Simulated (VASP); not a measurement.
# NaCl (Pm-3m) in VASP: further runs, part 3 of 3

VASP 6.6.1.

## 4. Electric field gradients, PBE (11.58 Å³/atom)

This run uses another cell than the first one, of 11.58 Å³/atom.

INCAR reads:

```
SYSTEM = NaCl
  ALGO = Normal
  EDIFF = 1E-8
  ENCUT = 400
  GGA = PE
  GGA_COMPAT = .False.
  ISIF = 2
  ISMEAR = -1
  LASPH = .True.
  LCHARG = .False.
  LEFG = .True.
  LREAL = .False.
  LWAVE = .False.
  NBANDS = 14
  NELM = 120
  PREC = Accurate
  SIGMA = 0.02
```

KPOINTS reads:

```
k-points
0
Gamma
  8 8 8
  0 0 0
```

POSCAR reads:

```
NaCl
1.0
    2.8504347112      0.0000000000      0.0000000000
    0.0000000000      2.8504347112      0.0000000000
    0.0000000000      0.0000000000      2.8504347112
Na Cl
1 1
Direct
    0.0000000000      0.0000000000      0.0000000000
    0.5000000000      0.5000000000      0.5000000000
```

Potentials or basis: VASP PAW PBE potentials, release 64 (Na_pv, Cl).

Run with:

```console
$ cat potpaw_PBE.64/Na_pv/POTCAR potpaw_PBE.64/Cl/POTCAR > POTCAR
$ mpirun -np 1 vasp_std > vasp.out
```

OUTCAR:

```text
SYSTEM = NaCl
   EDIFF = 1E-8
   ENCUT = 400
   GGA = PE
   ISIF = 2
   ISMEAR = -1
   LASPH = .True.
   LREAL = .False.
   NELM = 120
   PREC = Accurate

 ion  position               nearest neighbor table
   1  0.000  0.000  0.000-   2 2.47   2 2.47   2 2.47   2 2.47   2 2.47   2 2.47   2 2.47   2 2.47

   2  0.500  0.500  0.500-   1 2.47   1 2.47   1 2.47   1 2.47   1 2.47   1 2.47   1 2.47   1 2.47

  LATTYP: Found a simple cubic cell.
 ALAT       =     2.8504347112

  Lattice vectors:

 A1 = (   2.8504347112,   0.0000000000,   0.0000000000)
 A2 = (   0.0000000000,   2.8504347112,   0.0000000000)
 A3 = (   0.0000000000,   0.0000000000,   2.8504347112)

Analysis of symmetry for initial positions (statically):
=====================================================================
 Subroutine PRICEL returns:
 Original cell was already a primitive cell.

 Routine SETGRP: Setting up the symmetry group for a
 simple cubic supercell.

 Subroutine GETGRP returns: Found 48 space group operations
 (whereof 48 operations were pure point group operations)
 out of a pool of 48 trial point group operations.

The static configuration has the point symmetry O_h .

Analysis of symmetry for dynamics (positions and initial velocities):
=====================================================================
 Subroutine PRICEL returns:
 Original cell was already a primitive cell.

 Routine SETGRP: Setting up the symmetry group for a
 simple cubic supercell.

 Subroutine GETGRP returns: Found 48 space group operations
 (whereof 48 operations were pure point group operations)
 out of a pool of 48 trial point group operations.

The dynamic configuration has the point symmetry O_h .

 Subroutine INISYM returns: Found 48 space group operations
 (whereof 48 operations are pure point group operations),
 and found     1 'primitive' translations

----------------------------------------------------------------------------------------

                                     Primitive cell

  volume of cell :      23.1597

  direct lattice vectors                    reciprocal lattice vectors
     2.850434711  0.000000000  0.000000000     0.350823682  0.000000000  0.000000000
     0.000000000  2.850434711  0.000000000     0.000000000  0.350823682  0.000000000
     0.000000000  0.000000000  2.850434711     0.000000000  0.000000000  0.350823682

  length of vectors
     2.850434711  2.850434711  2.850434711     0.350823682  0.350823682  0.350823682

  position of ions in fractional coordinates (direct lattice)
     0.000000000  0.000000000  0.000000000
     0.500000000  0.500000000  0.500000000

  ion indices of the primitive-cell ions
   primitive index   ion index
                 1           1
                 2           2

----------------------------------------------------------------------------------------

 KPOINTS: k-points

Automatic generation of k-mesh.
 Grid dimensions read from file:
 generate k-points for:    8    8    8

 Generating k-lattice:

[... 82 lines left out ...]
  volume/ion in A,a.u.               =      11.58        78.14
  Fermi-wavevector in a.u.,A,eV,Ry     =   1.384224  2.615804 26.069802  1.916076
  Thomas-Fermi vector in A             =   2.508748
   LORBIT       =      0    0 simple, 1 ext, 2 COOP (PROOUT), +10 PAW based schemes
   GGA     = PE    functional components
   LHFCALC =     F    Hartree Fock is set to
   AEXX    =    0.0000 exact exchange contribution
   IVDW    =     0    specifies the selected vdW correction
   LEPSILON=     F    determine dielectric tensor
   LRPA    =     F    only Hartree local field effects (RPA)
 non-spin polarized calculation
  energy-cutoff  :      400.00
  volume of cell :       23.16
 maximum number of plane-waves:       441
 NGX is ok and might be reduce to    20
   NGX =  9   NGY =  9   NGZ =  9

 number of electron      14.0000000 magnetization

 Free energy of the ion-electron system (eV)
  ---------------------------------------------------
  ext. energy  EPLUGINS =         0.00000000
  ---------------------------------------------------
  free energy    TOTEN  =        -4.10032929 eV

  energy without entropy =       -4.10032929  energy(sigma->0) =       -4.10032929

 E-fermi :   7.3931     XC(G=0): -11.4232

 val. band max:        6.9596490393   @ k =   0.5000   0.5000   0.0000
 cond. band min:      11.3344414950   @ k =   0.5000   0.5000   0.0000
 fundamental gap:      4.3747924557
 Fermi energy:         7.3931356875

 k-point     1 :       0.0000    0.0000    0.0000
  band No.  band energies     occupation
      1     -15.7800      2.00000
      2     -15.7800      2.00000
      3     -15.7800      2.00000
      4     -10.1095      2.00000
      5       5.6831      2.00000
      6       5.6831      2.00000
      7       5.6831      2.00000
      8      13.5790      0.00000
      9      13.5790      0.00000
     10      14.4898      0.00000
     11      24.8158      0.00000
     12      24.8158      0.00000
     13      24.8158      0.00000
     14      29.6284      0.00000
[... 377 lines left out ...]
      1     -16.0568      2.00000
      2     -15.9902      2.00000
      3     -15.7557      2.00000
      4      -7.6606      2.00000
      5       1.3657      2.00000
      6       2.1667      2.00000
      7       5.9095      2.00000
      8      12.2890      0.00000
      9      17.6361      0.00000
     10      18.1560      0.00000
     11      19.0798      0.00000
     12      24.3275      0.00000
     13      24.8248      0.00000
     14      28.6991      0.00000

 [... further k-points ...]

------------------------ aborting loop because EDIFF is reached ----------------------------------------

  FORCE on cell =-STRESS in cart. coord.  units (eV):
  Direction    XX          YY          ZZ          XY          YZ          ZX
  --------------------------------------------------------------------------------------
  -------------------------------------------------------------------------------------
  Total        9.7539962      9.7539962      9.7539962      0.0000000      0.0000000     -0.0000000
  in kB      674.7763783    674.7763783    674.7763783      0.0000000      0.0000000     -0.0000000
  external PRESSURE =     674.7763783 kB  Pullay stress =       0.0000000 kB

 VOLUME and BASIS-vectors are now :
 -----------------------------------------------------------------------------
  energy-cutoff  :      400.00
  volume of cell :       23.16
      direct lattice vectors                 reciprocal lattice vectors
     2.850434711  0.000000000  0.000000000     0.350823682  0.000000000  0.000000000
     0.000000000  2.850434711  0.000000000     0.000000000  0.350823682  0.000000000
     0.000000000  0.000000000  2.850434711     0.000000000  0.000000000  0.350823682

 POSITION                                       TOTAL-FORCE (eV/Angst)
 -----------------------------------------------------------------------------------
      0.00000      0.00000      0.00000         0.000000      0.000000      0.000000
      1.42522      1.42522      1.42522         0.000000      0.000000      0.000000
 -----------------------------------------------------------------------------------
    total drift:                                0.000000      0.000000      0.000000

  FREE ENERGIE OF THE ION-ELECTRON SYSTEM (eV)
  ---------------------------------------------------
  free  energy   TOTEN  =        -4.1003292862 eV

  energy  without entropy=       -4.1003292862  energy(sigma->0) =       -4.10032929

 Electric field gradients (V/A^2)
---------------------------------------------------------------------
 ion       V_xx      V_yy      V_zz      V_xy      V_xz      V_yz
---------------------------------------------------------------------
   1      -0.000    -0.000    -0.000     0.000     0.000    -0.000
   2      -0.000     0.000     0.000     0.000     0.000     0.000
---------------------------------------------------------------------

 Electric field gradients after diagonalization (V/A^2)
 (convention: |V_zz| > |V_xx| > |V_yy|)
----------------------------------------------------------------------
 ion       V_xx      V_yy      V_zz     asymmetry (V_yy - V_xx)/ V_zz
----------------------------------------------------------------------
   1      -0.000    -0.000    -0.000      -0.449
   2       0.000    -0.000     0.000      -1.344
----------------------------------------------------------------------

           NMR quadrupolar parameters

 Cq : quadrupolar parameter    Cq=e*Q*V_zz/h
 eta: asymmetry parameters     (V_yy - V_xx)/ V_zz
 Q  : nuclear electric quadrupole moment in mb (millibarn)
----------------------------------------------------------------------
 ion       Cq(MHz)       eta       Q (mb)
----------------------------------------------------------------------
   1      -0.000      -0.449       1.000
   2       0.000      -1.344       1.000
----------------------------------------------------------------------
```

OSZICAR:

```text
N       E                     dE             d eps       ncg     rms          rms(c)
DAV:   1     0.945699772330E+02    0.94570E+02   -0.61572E+03  1000   0.102E+03
DAV:   2     0.120228273114E+00   -0.94450E+02   -0.87287E+02  1174   0.287E+02
DAV:   3    -0.437592254317E+01   -0.44962E+01   -0.44783E+01  1190   0.590E+01
DAV:   4    -0.442060115670E+01   -0.44679E-01   -0.44667E-01  1190   0.607E+00
DAV:   5    -0.442125568220E+01   -0.65453E-03   -0.65451E-03  1256   0.763E-01    0.592E+00
DAV:   6    -0.415591023875E+01    0.26535E+00   -0.22888E-01  1346   0.584E+00    0.398E+00
DAV:   7    -0.410144935989E+01    0.54461E-01   -0.13611E-01  1320   0.385E+00    0.185E+00
DAV:   8    -0.410044821587E+01    0.10011E-02   -0.10419E-02  1082   0.114E+00    0.305E-01
DAV:   9    -0.410031813572E+01    0.13008E-03   -0.23903E-04  1296   0.274E-01    0.676E-02
DAV:  10    -0.410032736971E+01   -0.92340E-05   -0.38325E-05  1206   0.124E-01    0.194E-02
DAV:  11    -0.410032901600E+01   -0.16463E-05   -0.57279E-06  1184   0.260E-02    0.739E-03
DAV:  12    -0.410032927162E+01   -0.25562E-06   -0.40309E-07  1154   0.601E-03    0.972E-04
DAV:  13    -0.410032932752E+01   -0.55905E-07   -0.37429E-08  1274   0.153E-03    0.145E-03
DAV:  14    -0.410032928767E+01    0.39848E-07   -0.32233E-09   852   0.461E-04    0.122E-04
DAV:  15    -0.410032928617E+01    0.15029E-08   -0.59922E-10   688   0.217E-04
   1 F= -.41003293E+01 E0= -.41003293E+01  d E =-.206771E-11
```

Run time: 18 s. Hardware: 1 thread of AMD EPYC, shared host; peak memory 0.09 GiB.

What came out:

| Property | Result |
| --- | --- |
| Free energy | -4.1003 eV |
| Pressure | 67.5 GPa |
| Band gap on the k mesh | 4.37 eV |
| Largest electric field gradient by atom | zero within the noise of the run |

Caveat: the cell stands under pressure.

## 5. Overview

| cell | gap on the mesh (eV) | pressure (GPa) |
| --- | --- | --- |
| a = 2.870 Å, 2 atoms | 4.45 | 62.4 |
| a = 2.898 Å, 2 atoms | 4.57 | 55.4 |
| a = 2.850 Å, 2 atoms | 4.37 | 67.5 |

Alike in all rows: task electric field gradients; level PBE; potentials or basis VASP PAW PBE potentials, release 64 (Na_pv, Cl); no spin polarisation; k mesh 8 × 8 × 8; cutoff (eV) 400; smearing fermi-dirac 0.02 eV.

Caveats: the cell stands under pressure.

Absolute energies hang on the potentials; compare differences alone.
